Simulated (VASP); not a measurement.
# TiAl in VASP: a series of runs, part 2 of 2

VASP 6.6.1. Earlier steps stand in the parts before.

### 3 Single point, LDA (normal strain along x -0.0275, normal strain along y +0.0825)

Input file INCAR:

```
PREC = Accurate
ENCUT = 520
EDIFF = 1E-7
ISMEAR = 0
SIGMA = 0.15
LREAL = F
LASPH = T
NELM = 80
ALGO = Fast
ISIF = 2
LWAVE = F
LCHARG = F
NBANDS = 14
```

Input file KPOINTS:

```
regular mesh
0
Gamma
  14 14 14
```

Input file POSCAR:

```
TiAl
1.0
    3.0381738569      0.0000000000      0.0000000000
    0.0000000000      3.3818233420      0.0000000000
    0.0000000000      0.0000000000      3.1240862282
Ti Al
1 1
Direct
    0.0000000000      0.0000000000      0.0000000000
    0.5000000000      0.5000000000      0.5000000000
```

Potentials or basis: VASP PAW LDA potentials, release 64 (Ti_sv, Al).

On the command line:

```console
cat potpaw_LDA.64/Ti_sv/POTCAR potpaw_LDA.64/Al/POTCAR > POTCAR
mpirun -np 1 vasp_std > vasp.out
```

OUTCAR:

```text
PREC = Accurate
   ENCUT = 520
   EDIFF = 1E-7
   ISMEAR = 0
   LREAL = F
   LASPH = T
   NELM = 80
   ISIF = 2

 ion  position               nearest neighbor table
   1  0.000  0.000  0.000-   2 2.76   2 2.76   2 2.76   2 2.76   2 2.76   2 2.76   2 2.76   2 2.76

   2  0.500  0.500  0.500-   1 2.76   1 2.76   1 2.76   1 2.76   1 2.76   1 2.76   1 2.76   1 2.76

  LATTYP: Found a simple orthorhombic cell.
 ALAT       =     3.0381738569
 B/A-ratio  =     1.0282776350
 C/A-ratio  =     1.1131105398

  Lattice vectors:

 A1 = (  -3.0381738569,   0.0000000000,   0.0000000000)
 A2 = (   0.0000000000,   0.0000000000,   3.1240862282)
 A3 = (   0.0000000000,   3.3818233420,   0.0000000000)

Analysis of symmetry for initial positions (statically):
=====================================================================
 Subroutine PRICEL returns:
 Original cell was already a primitive cell.

 Routine SETGRP: Setting up the symmetry group for a
 simple orthorhombic supercell.

 Subroutine GETGRP returns: Found  8 space group operations
 (whereof  8 operations were pure point group operations)
 out of a pool of  8 trial point group operations.

The static configuration has the point symmetry D_2h.

Analysis of symmetry for dynamics (positions and initial velocities):
=====================================================================
 Subroutine PRICEL returns:
 Original cell was already a primitive cell.

 Routine SETGRP: Setting up the symmetry group for a
 simple orthorhombic supercell.

 Subroutine GETGRP returns: Found  8 space group operations
 (whereof  8 operations were pure point group operations)
 out of a pool of  8 trial point group operations.

The dynamic configuration has the point symmetry D_2h.

 Subroutine INISYM returns: Found  8 space group operations
[... 119 lines left out ...]
  Fermi-wavevector in a.u.,A,eV,Ry     =   1.270408  2.400722 21.958924  1.613935
  Thomas-Fermi vector in A             =   2.403397
   LORBIT       =      0    0 simple, 1 ext, 2 COOP (PROOUT), +10 PAW based schemes
   GGA     = CA    functional components
   LHFCALC =     F    Hartree Fock is set to
   AEXX    =    0.0000 exact exchange contribution
   IVDW    =     0    specifies the selected vdW correction
   LEPSILON=     F    determine dielectric tensor
   LRPA    =     F    only Hartree local field effects (RPA)
 non-spin polarized calculation
 RMM-DIIS sequential band-by-band and
 Gauss-broadening in eV      SIGMA  =   0.15
  energy-cutoff  :      520.00
  volume of cell :       32.10
 maximum number of plane-waves:       881
 NGX is ok and might be reduce to    24
   NGX = 11   NGY = 13   NGZ = 11

 number of electron      15.0000002 magnetization

 Free energy of the ion-electron system (eV)
  ---------------------------------------------------
  ext. energy  EPLUGINS =         0.00000000
  ---------------------------------------------------
  free energy    TOTEN  =       -13.33016852 eV

  energy without entropy =      -13.30097611  energy(sigma->0) =      -13.31557232

 E-fermi :   8.4622     XC(G=0): -11.3167

 val. band max:        8.4619083387   @ k =   0.4286   0.0000   0.2857
 cond. band min:       8.4626730982   @ k =   0.1429   0.3571   0.2143
 fundamental gap:      0.0007647595
 Fermi energy:         8.4622457151

 k-point     1 :       0.0000    0.0000    0.0000
  band No.  band energies     occupation
      1     -47.6533      2.00000
      2     -24.3109      2.00000
      3     -24.2174      2.00000
      4     -24.1636      2.00000
      5      -0.6745      2.00000
      6       6.9684      2.00000
      7       7.2238      2.00000
      8      10.1004      0.00000
      9      10.2698      0.00000
     10      10.5982      0.00000
     11      11.3919      0.00000
     12      13.4175      0.00000
     13      14.2326      0.00000
     14      17.2007      0.00000
[... 377 lines left out ...]
      1     -47.6250      2.00000
      2     -24.4244      2.00000
      3     -24.3015      2.00000
      4     -24.1916      2.00000
      5       3.0813      2.00000
      6       3.8134      2.00000
      7       7.7411      2.00000
      8       8.1233      1.99860
      9       8.9236      0.00001
     10      10.1823      0.00000
     11      11.9241      0.00000
     12      14.6033      0.00000
     13      15.3200      0.00000
     14      17.6661      0.00000

 [... further k-points ...]
[... 5 lines left out ...]
  --------------------------------------------------------------------------------------
  -------------------------------------------------------------------------------------
  Total       -1.5144099     -0.1740537     -1.6230980      0.0000000      0.0000000      0.0000000
  in kB      -75.5905439     -8.6877513    -81.0156230      0.0000000      0.0000000      0.0000000
  external PRESSURE =     -55.0979728 kB  Pullay stress =       0.0000000 kB

 VOLUME and BASIS-vectors are now :
 -----------------------------------------------------------------------------
  energy-cutoff  :      520.00
  volume of cell :       32.10
      direct lattice vectors                 reciprocal lattice vectors
     3.038173857  0.000000000  0.000000000     0.329145088  0.000000000  0.000000000
     0.000000000  3.381823342  0.000000000     0.000000000  0.295698474  0.000000000
     0.000000000  0.000000000  3.124086228     0.000000000  0.000000000  0.320093598

 POSITION                                       TOTAL-FORCE (eV/Angst)
 -----------------------------------------------------------------------------------
      0.00000      0.00000      0.00000         0.000000      0.000000      0.000000
      1.51909      1.69091      1.56204         0.000000      0.000000      0.000000
 -----------------------------------------------------------------------------------
    total drift:                                0.000000      0.000000      0.000000

  FREE ENERGIE OF THE ION-ELECTRON SYSTEM (eV)
  ---------------------------------------------------
  free  energy   TOTEN  =       -13.3301685227 eV

  energy  without entropy=      -13.3009761121  energy(sigma->0) =      -13.31557232
```

Run time: 4.2 min. Hardware: 1 thread of Intel Xeon Platinum 8375C at 2.90GHz (Ice Lake), shared host; peak memory 0.33 GiB.

Results:

```
Free energy            : -13.3302 eV
Pressure               : -5.5 GPa
Band gap on the k mesh : zero (an odd number of electrons rules out a gap without spin polarisation)
```

Stress tensor (GPa, compression positive):
```
-7.56  0.00  0.00
 0.00 -0.87  0.00
 0.00  0.00 -8.10
```

Caveat: the cell differs from its parent crystal (normal strain along x -0.0275, normal strain along y +0.0825); the stress differs along the axes, from -8 to -1 GPa.

### 4 Single point, LDA (normal strain along x -0.1100, normal strain along y +0.0550)

Input file INCAR:

```
PREC     = Accurate       # precision mode
ENCUT    = 520            # plane-wave cutoff, eV
EDIFF    = 1E-6           # SCF threshold, eV
ISMEAR   = 0              # smearing method
SIGMA    = 0.15           # smearing width, eV
LREAL    = False          # projectors in reciprocal space
LASPH    = True           # aspherical terms in the spheres
NELM     = 60             # most SCF steps
ALGO     = Fast           # electronic algorithm
ISIF     = 2              # what is computed and relaxed
LWAVE    = False          # write WAVECAR
LCHARG   = False          # write CHGCAR
NBANDS   = 14             # bands
```

Input file KPOINTS:

```
Automatic mesh
0
Gamma
  14 14 14
```

Input file POSCAR:

```
TiAl
1.0
    2.7804367431      0.0000000000      0.0000000000
    0.0000000000      3.2959109708      0.0000000000
    0.0000000000      0.0000000000      3.1240862282
Ti Al
1 1
Direct
    0.0000000000      0.0000000000      0.0000000000
    0.5000000000      0.5000000000      0.5000000000
```

On the command line:

```console
cat potpaw_LDA.64/Ti_sv/POTCAR potpaw_LDA.64/Al/POTCAR > POTCAR
mpirun -np 1 vasp_std > vasp.out
```

It took 7.4 min on 1 thread of Intel Xeon 8259CL, shared host; peak memory 0.31 GiB.

Results (log left out):

* Free energy: -13.2938 eV
* Pressure: 9.9 GPa
* Band gap on the k mesh: zero (an odd number of electrons rules out a gap without spin polarisation)

Stress tensor (GPa, compression positive):
```
10.30  0.00  0.00
 0.00 13.49  0.00
 0.00  0.00  5.81
```

Levels at points of the mesh, in eV from the Fermi level:
```csv
k point,band 4,band 5,band 6,band 7,band 8,band 9,band 10,band 11,band 12,band 13
"(0.00, 0.00, 0.00)",-32.19,-9.62,-1.84,-1.46,1.60,2.45,2.65,3.10,4.48,8.24
"(0.50, 0.00, 0.00)",-32.40,-5.09,-4.91,-0.60,-0.26,0.01,2.12,4.79,6.82,8.46
"(0.00, 0.50, 0.00)",-32.18,-6.73,-5.48,-0.81,-0.07,1.48,2.63,2.77,6.72,9.52
"(0.50, 0.50, 0.00)",-32.39,-4.99,-2.28,-1.34,-1.13,0.42,0.92,3.03,5.75,6.37
"(0.00, 0.00, 0.50)",-32.17,-6.24,-5.41,-0.73,-0.72,1.47,2.64,3.34,6.36,8.31
"(0.50, 0.00, 0.50)",-32.43,-4.71,-1.88,-1.26,-1.04,0.05,0.44,3.52,5.89,6.58
"(0.00, 0.50, 0.50)",-32.16,-5.83,-2.57,-2.25,-1.67,1.72,1.82,2.74,4.55,5.38
"(0.50, 0.50, 0.50)",-32.55,-3.30,-3.26,-3.25,1.54,2.98,3.13,3.41,3.76,4.14
```

Caveat: the cell differs from its parent crystal (normal strain along x -0.1100, normal strain along y +0.0550); the stress differs along the axes, from 6 to 13 GPa.

### 5 Single point, LDA (normal strain along x +0.0000, normal strain along y +0.0825)

Input file INCAR:

```
PREC = Accurate ; ENCUT = 520
EDIFF = 1E-6 ; ISMEAR = 0
SIGMA = 0.15 ; LREAL = F
LASPH = T ; NELM = 100
ALGO = Normal ; ISIF = 2
LWAVE = F ; LCHARG = F
NBANDS = 14
```

Input file KPOINTS:

```
regular mesh
0
Gamma
  14 14 14
```

Input file POSCAR:

```
TiAl
1.0
    3.1240862282      0.0000000000      0.0000000000
    0.0000000000      3.3818233420      0.0000000000
    0.0000000000      0.0000000000      3.1240862282
Ti Al
1 1
Direct
    0.0000000000      0.0000000000      0.0000000000
    0.5000000000      0.5000000000      0.5000000000
```

On the command line:

```console
cat potpaw_LDA.64/Ti_sv/POTCAR potpaw_LDA.64/Al/POTCAR > POTCAR
mpirun -np 1 vasp_std > vasp.out
```

It took 2.4 min on 1 thread of Intel Xeon 8259CL, shared host; peak memory 0.24 GiB.

It converged, with:

| Property | Result |
| --- | --- |
| Free energy | -13.2794 eV |
| Pressure | -8.2 GPa |
| Band gap on the k mesh | zero (an odd number of electrons rules out a gap without spin polarisation) |

Stress tensor (GPa, compression positive):
```
-10.28   0.00   0.00
  0.00  -4.16   0.00
  0.00   0.00 -10.28
```

Levels at points of the mesh, in eV from the Fermi level:
| k point | band 3 | band 4 | band 5 | band 6 | band 7 | band 8 | band 9 | band 10 | band 11 | band 12 |
| --- | --- | --- | --- | --- | --- | --- | --- | --- | --- | --- |
| (0.00, 0.00, 0.00) | -32.74 | -32.74 | -9.03 | -1.42 | -1.21 | 1.65 | 1.65 | 1.99 | 3.03 | 5.06 |
| (0.50, 0.00, 0.00) | -32.81 | -32.72 | -5.63 | -4.93 | -0.42 | -0.40 | 0.46 | 1.89 | 3.22 | 6.50 |
| (0.00, 0.50, 0.00) | -32.73 | -32.73 | -6.34 | -5.09 | -0.58 | 0.43 | 0.43 | 2.12 | 2.35 | 6.74 |
| (0.50, 0.50, 0.00) | -32.91 | -32.71 | -5.02 | -2.27 | -1.84 | -1.40 | 0.83 | 0.98 | 2.48 | 4.47 |
| (0.50, 0.00, 0.50) | -32.91 | -32.79 | -4.53 | -1.69 | -1.69 | -1.23 | 0.34 | 0.34 | 2.93 | 4.63 |
| (0.50, 0.50, 0.50) | -32.90 | -32.88 | -2.92 | -2.92 | -2.91 | 0.52 | 2.54 | 2.80 | 2.96 | 3.10 |

Caveat: the cell differs from its parent crystal (normal strain along x +0.0000, normal strain along y +0.0825); the stress differs along the axes, from -10 to -4 GPa.

### 6 Summary

| cell | gap on the mesh (eV) | pressure (GPa) |
| --- | --- | --- |
| a = 2.952, b = 3.468, c = 3.124 Å, 2 atoms | none | -5.0 |
| a = 3.038, b = 3.382, c = 3.124 Å, 2 atoms | none | -5.5 |
| a = 2.780, b = 3.296, c = 3.124 Å, 2 atoms | none | 9.9 |
| a = 3.124, b = 3.382 Å, 2 atoms | none | -8.2 |

Alike in all rows: task single point; level LDA; potentials or basis VASP PAW LDA potentials, release 64 (Ti_sv, Al); no spin polarisation; k mesh 14 × 14 × 14; cutoff (eV) 520; smearing gaussian 0.15 eV.

Caveats: the stress differs along the axes, from -9 to 1 GPa (at least some runs); the stress differs along the axes, from -8 to -1 GPa (at least some runs); the stress differs along the axes, from 6 to 13 GPa (at least some runs); the stress differs along the axes, from -10 to -4 GPa (at least some runs).

Total energies depend on the potentials used, so only differences within one code and one set of settings carry meaning.
